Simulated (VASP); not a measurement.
# SrO (Immm) in VASP: a series of runs

Runs on SrO. Level: r2SCAN. Tasks: single point.

Program: VASP 6.6.1. These are calculated values, not measurements. Logs are shortened: lines on timing, memory, paths and dates and some standing lists are left out, and cuts for length are marked.

## (1) The cell of the first run

The structure is orthorhombic, space group Immm (No. 71). The conventional cell has a = 3.616 Å, b = 3.652 Å, c = 5.140 Å, α = 90.00°, β = 90.00°, γ = 90.00°. Sr (site symmetry mmm) has 6 O at 2.57 Å within 3.4 Å. Within 3.4 Å of O (site symmetry mmm) lie 6 Sr at 2.57 Å.

## (2) Single point, r2SCAN (strain +0.0100 x Voigt [0, 0, 0, 0, 0, 1])

The input, POSCAR:

```
SrO
1.0
    0.0128490000      2.5698000000      2.5698000000
    2.5698000000      0.0128490000      2.5698000000
    2.5826490000      2.5826490000      0.0000000000
Sr O
1 1
Direct
    0.0000000000      0.0000000000      0.0000000000
    0.5000000000      0.5000000000      0.5000000000
```

The input, INCAR.step1:

```
PREC = Accurate
ENCUT = 520
ISMEAR = 0
SIGMA = 0.05
LREAL = False
LASPH = True
NELM = 100
NBANDS = 15
GGA = PE
ALGO = Normal
EDIFF = 1E-4
LWAVE = True
LCHARG = False
```

The input, INCAR.step2:

```
PREC = Accurate
ENCUT = 520
EDIFF = 1E-7
ISMEAR = 0
SIGMA = 0.05
LREAL = False
LASPH = True
NELM = 100
ALGO = Normal
ISIF = 2
LWAVE = False
LCHARG = False
METAGGA = R2SCAN
LMIXTAU = True
NBANDS = 15
ISTART = 1
```

The input, KPOINTS:

```
regular mesh
0
Gamma
  8 8 8
```

Potentials or basis: VASP PAW PBE potentials, release 64 (Sr_sv, O).

Started as:

```
> cat potpaw_PBE.64/Sr_sv/POTCAR potpaw_PBE.64/O/POTCAR > POTCAR
> cp INCAR.step1 INCAR
> mpirun -np 1 vasp_std > vasp.out
> cp INCAR.step2 INCAR
> mpirun -np 1 vasp_std > vasp.out
```

OUTCAR:

```text
PREC = Accurate
   ENCUT = 520
   EDIFF = 1E-7
   ISMEAR = 0
   LREAL = False
   LASPH = True
   NELM = 100
   ISIF = 2
   METAGGA = R2SCAN
   ISTART = 1

 ion  position               nearest neighbor table
   1  0.000  0.000  0.000-   2 2.57   2 2.57   2 2.57   2 2.57   2 2.57   2 2.57
   2  0.500  0.500  0.500-   1 2.57   1 2.57   1 2.57   1 2.57   1 2.57   1 2.57

  LATTYP: Found a body centered orthorhombic cell.
 ALAT       =     3.6160747825
 B/A-ratio  =     1.0100502513
 C/A-ratio  =     1.4213201632

  Lattice vectors:

 A1 = (   2.5698000000,   0.0128490000,  -2.5698000000)
 A2 = (  -2.5698000000,  -0.0128490000,  -2.5698000000)
 A3 = (   0.0128490000,   2.5698000000,   2.5698000000)

Analysis of symmetry for initial positions (statically):
=====================================================================
 Subroutine PRICEL returns:
 Original cell was already a primitive cell.

 Routine SETGRP: Setting up the symmetry group for a
 body centered orthorhombic supercell.

 Subroutine GETGRP returns: Found  8 space group operations
 (whereof  8 operations were pure point group operations)
 out of a pool of  8 trial point group operations.

The static configuration has the point symmetry D_2h.

Analysis of symmetry for dynamics (positions and initial velocities):
=====================================================================
 Subroutine PRICEL returns:
 Original cell was already a primitive cell.

 Routine SETGRP: Setting up the symmetry group for a
 body centered orthorhombic supercell.

 Subroutine GETGRP returns: Found  8 space group operations
 (whereof  8 operations were pure point group operations)
 out of a pool of  8 trial point group operations.

The dynamic configuration has the point symmetry D_2h.

 Subroutine INISYM returns: Found  8 space group operations
 (whereof  8 operations are pure point group operations),
 and found     1 'primitive' translations

----------------------------------------------------------------------------------------

                                     Primitive cell

  volume of cell :      33.9404

  direct lattice vectors                    reciprocal lattice vectors
     0.012849000  2.569800000  2.569800000    -0.195545398  0.195545398  0.194567671
     2.569800000  0.012849000  2.569800000     0.195545398 -0.195545398  0.194567671
     2.582649000  2.582649000  0.000000000     0.193599672  0.193599672 -0.194567671

  length of vectors
     3.634268727  3.634268727  3.652417243     0.338131015  0.338131015  0.335884273

  position of ions in fractional coordinates (direct lattice)
     0.000000000  0.000000000  0.000000000
     0.500000000  0.500000000  0.500000000

  ion indices of the primitive-cell ions
   primitive index   ion index
                 1           1
                 2           2

----------------------------------------------------------------------------------------

 KPOINTS: regular mesh

Automatic generation of k-mesh.
 Grid dimensions read from file:
 generate k-points for:    8    8    8

 Generating k-lattice:

  Cartesian coordinates                     Fractional coordinates (reciprocal lattice)
    -0.024443175  0.024443175  0.024320959     0.125000000 -0.000000000  0.000000000
     0.024443175 -0.024443175  0.024320959    -0.000000000  0.125000000  0.000000000
     0.024199959  0.024199959 -0.024320959     0.000000000  0.000000000  0.125000000

  Length of vectors
     0.042266377  0.042266377  0.041985534

  Shift w.r.t. Gamma in fractional coordinates (k-lattice)
     0.000000000  0.000000000  0.000000000

 Subroutine IBZKPT returns following result:
 ===========================================

 Found     95 irreducible k-points:

 Following reciprocal coordinates:
            Coordinates               Weight
  0.000000  0.000000  0.000000      1.000000
  0.125000  0.000000  0.000000      4.000000
  0.250000  0.000000  0.000000      4.000000
  0.375000 -0.000000  0.000000      4.000000
  0.500000  0.000000  0.000000      2.000000
  0.125000  0.125000  0.000000      2.000000
[... 16 lines left out ...]
  0.125000 -0.000000  0.125000      4.000000
  0.250000  0.000000  0.125000      8.000000
 [... further k-points ...]
   k-points           NKPTS =     95   k-points in BZ     NKDIM =     95   number of bands    NBANDS=     15
   number of dos      NEDOS =    301   number of ions     NIONS =      2
   total plane-waves  NPLWV =  21952
   dimension x,y,z NGX =    28 NGY =   28 NGZ =   28
   dimension x,y,z NGXF=    56 NGYF=   56 NGZF=   56
   ions per type =               1   1
   NGX,Y,Z   is equivalent  to a cutoff of  12.81, 12.81, 12.74 a.u.
   NGXF,Y,Z  is equivalent  to a cutoff of  25.62, 25.62, 25.49 a.u.
 SYSTEM =  unknown system
   PREC   = accura    normal or accurate (medium, high low for compatibility)
   ISTART =      1    job   : 0-new  1-cont  2-samecut
   ICHARG =      0    charge: 1-file 2-atom 10-const
   ISPIN  =      1    spin polarized calculation?
   LNONCOLLINEAR =      F non collinear calculations
   LSORBIT =      F    spin-orbit coupling
   LASPH  =      T    aspherical Exc in radial PAW
   ENCUT  =  520.0 eV  38.22 Ry    6.18 a.u.   6.76  6.76  6.79*2*pi/ulx,y,z
   NELM   =    100;   NELMIN=  2; NELMDL=  0     # of ELM steps
   EDIFF  = 0.1E-06   stopping-criterion for ELM
   LREAL  =      F    real-space projection
   EDIFFG = 0.1E-05   stopping-criterion for IOM
   NSW    =      0    number of steps for IOM
   IBRION =     -1    ionic relax: 0-MD 1-quasi-New 2-CG
   NFREE  =      0    steps in history (QN), initial steepest desc. (CG)
   ISIF   =      2    stress and relaxation
   ISYM   =      2    0-nonsym 1-usesym 2-fastsym
   POTIM  = 0.5000    time-step for ionic-motion
   TEBEG  =    0.0;   TEEND  =   0.0 temperature during run
   PSTRESS=    0.0 pullay stress
   NELECT =      16.0000    total number of electrons
   NUPDOWN=      -1.0000    fix difference up-down
   EMIN   =  10.00;   EMAX   =-10.00  energy-range for DOS
   EFERMI =   0.00;   METHOD = LEGACY
   ISMEAR =     0;   SIGMA  =   0.05  broadening in eV -4-tet -1-fermi 0-gaus
   EFERMI_NEDOS =   21; number of points for ismear=-14 and -15
   IALGO  =     38    algorithm
   IMIX   =      4    mixing-type and parameters
     AMIX     =   0.40;   BMIX     =  1.00
     AMIX_MAG =   1.60;   BMIX_MAG =  1.00
  volume/ion in A,a.u.               =      16.97       114.52
  Fermi-wavevector in a.u.,A,eV,Ry     =   1.274116  2.407731 22.087327  1.623373
  Thomas-Fermi vector in A             =   2.406902
   LORBIT       =      0    0 simple, 1 ext, 2 COOP (PROOUT), +10 PAW based schemes
   METAGGA = R2SCAN    functional components
   LHFCALC =     F    Hartree Fock is set to
   AEXX    =    0.0000 exact exchange contribution
   IVDW    =     0    specifies the selected vdW correction
   LEPSILON=     F    determine dielectric tensor
   LRPA    =     F    only Hartree local field effects (RPA)
 non-spin polarized calculation
 Gauss-broadening in eV      SIGMA  =   0.05
  energy-cutoff  :      520.00
  volume of cell :       33.94
 maximum number of plane-waves:       934
   NGX = 13   NGY = 13   NGZ = 13

 number of electron      15.9999997 magnetization

 Free energy of the ion-electron system (eV)
  ---------------------------------------------------
  ext. energy  EPLUGINS =         0.00000000
  ---------------------------------------------------
  free energy    TOTEN  =       -27.05200561 eV

  energy without entropy =      -27.05200561  energy(sigma->0) =      -27.05200561

 E-fermi :   1.7129     XC(G=0): -10.5934

 val. band max:        1.3597421135   @ k =   0.0000   0.0000   0.0000
 cond. band min:       5.0900662768   @ k =   0.5000   0.5000   0.0000
 fundamental gap:      3.7303241633
 Fermi energy:         1.7128776296

 k-point     1 :       0.0000    0.0000    0.0000
  band No.  band energies     occupation
      1     -32.1184      2.00000
      2     -14.6811      2.00000
      3     -13.1419      2.00000
      4     -13.1401      2.00000
      5     -13.1380      2.00000
      6       1.3382      2.00000
      7       1.3486      2.00000
      8       1.3597      2.00000
      9       6.0181      0.00000
     10       8.0665      0.00000
     11       8.1289      0.00000
     12       8.1926      0.00000
     13      10.4545      0.00000
     14      10.4547      0.00000
     15      14.6560      0.00000

 k-point     2 :       0.1250    0.0000    0.0000
  band No.  band energies     occupation
      1     -32.0978      2.00000
      2     -14.9695      2.00000
      3     -13.1531      2.00000
      4     -13.1519      2.00000
      5     -12.9012      2.00000
      6       0.9289      2.00000
      7       1.1402      2.00000
      8       1.1578      2.00000
      9       6.7065      0.00000
     10       7.9939      0.00000
     11       8.3823      0.00000
     12       8.4690      0.00000
     13      10.8690      0.00000
     14      10.8693      0.00000
     15      15.6997      0.00000

 k-point     3 :       0.2500    0.0000    0.0000
  band No.  band energies     occupation
      1     -32.0476      2.00000
      2     -15.4843      2.00000
      3     -13.1817      2.00000
      4     -13.1800      2.00000
      5     -12.5102      2.00000
      6       0.1213      2.00000
      7       0.7100      2.00000
      8       0.7348      2.00000
      9       7.9088      0.00000
     10       8.2498      0.00000
     11       9.2412      0.00000
     12       9.3345      0.00000
     13      11.9077      0.00000
     14      11.9084      0.00000
     15      17.7730      0.00000

 k-point     4 :       0.3750   -0.0000    0.0000
  band No.  band energies     occupation
      1     -31.9967      2.00000
      2     -15.8894      2.00000
      3     -13.2109      2.00000
      4     -13.2064      2.00000
      5     -12.2296      2.00000
      6      -0.5294      2.00000
      7       0.3307      2.00000
      8       0.3616      2.00000
      9       8.2284      0.00000
     10       9.7798      0.00000
     11      10.2964      0.00000
     12      10.3965      0.00000
     13      13.1905      0.00000
     14      13.1979      0.00000
     15      17.7931      0.00000
[... 307 lines left out ...]
 k-point    22 :       0.0000    0.0000    0.1250
  band No.  band energies     occupation
      1     -32.0985      2.00000
      2     -14.9726      2.00000
      3     -13.1512      2.00000
      4     -13.1497      2.00000
      5     -12.8977      2.00000
      6       0.9171      2.00000
      7       1.1513      2.00000
      8       1.1694      2.00000
      9       6.6974      0.00000
     10       7.9413      0.00000
     11       8.4161      0.00000
     12       8.5021      0.00000
     13      10.8684      0.00000
     14      10.8690      0.00000
     15      15.6585      0.00000

 k-point    23 :       0.1250   -0.0000    0.1250
  band No.  band energies     occupation
      1     -32.0915      2.00000
      2     -15.0021      2.00000
      3     -13.1939      2.00000
      4     -13.1939      2.00000
      5     -12.8297      2.00000
      6       0.6120      2.00000
      7       1.2806      2.00000
      8       1.2810      2.00000
      9       6.7755      0.00000
     10       7.4216      0.00000
     11       8.8001      0.00000
     12       8.8018      0.00000
     13      10.6713      0.00000
     14      11.2865      0.00000
     15      15.9832      0.00000

 k-point    24 :       0.2500    0.0000    0.1250
  band No.  band energies     occupation
      1     -32.0514      2.00000
      2     -15.3348      2.00000
      3     -13.2448      2.00000
      4     -13.2209      2.00000
      5     -12.6204      2.00000
      6       0.1176      2.00000
      7       0.9672      2.00000
      8       1.0644      2.00000
      9       7.1256      0.00000
     10       7.8111      0.00000
     11       9.5015      0.00000
     12       9.6681      0.00000
     13      11.2811      0.00000
     14      12.1529      0.00000
     15      17.7619      0.00000

 [... further k-points ...]

------------------------ aborting loop because EDIFF is reached ----------------------------------------

  FORCE on cell =-STRESS in cart. coord.  units (eV):
  Direction    XX          YY          ZZ          XY          YZ          ZX
  --------------------------------------------------------------------------------------
  -------------------------------------------------------------------------------------
  Total        0.3576234      0.3576234      0.3561414     -0.1169495      0.0000000      0.0000000
  in kB       16.8818243     16.8818243     16.8118671     -5.5206729      0.0000000      0.0000000
  external PRESSURE =      16.8585052 kB  Pullay stress =       0.0000000 kB

 VOLUME and BASIS-vectors are now :
 -----------------------------------------------------------------------------
  energy-cutoff  :      520.00
  volume of cell :       33.94
      direct lattice vectors                 reciprocal lattice vectors
     0.012849000  2.569800000  2.569800000    -0.195545398  0.195545398  0.194567671
     2.569800000  0.012849000  2.569800000     0.195545398 -0.195545398  0.194567671
     2.582649000  2.582649000  0.000000000     0.193599672  0.193599672 -0.194567671

 POSITION                                       TOTAL-FORCE (eV/Angst)
 -----------------------------------------------------------------------------------
      0.00000      0.00000      0.00000        -0.000000     -0.000000      0.000000
      2.58265      2.58265      2.56980         0.000000      0.000000      0.000000
 -----------------------------------------------------------------------------------
    total drift:                                0.000000      0.000000      0.000000

  FREE ENERGIE OF THE ION-ELECTRON SYSTEM (eV)
  ---------------------------------------------------
  free  energy   TOTEN  =       -27.0520056116 eV

  energy  without entropy=      -27.0520056116  energy(sigma->0) =      -27.05200561
```

Run time: 2.3 min. Hardware: 1 thread of AMD EPYC 9R45 (Zen 5), shared host; peak memory 0.17 GiB.

Results:

* Free energy: -27.0520 eV
* Pressure: 1.7 GPa
* Band gap on the k mesh: 3.73 eV (least direct gap 3.81 eV)

Caveat: the cell differs from its parent crystal (strain +0.0100 x Voigt [0, 0, 0, 0, 0, 1]); the PAW data sets were made with another functional, which shifts forces and pressure a little. A k mesh can miss the band edges.

(Part 1 of 3 ends here.)
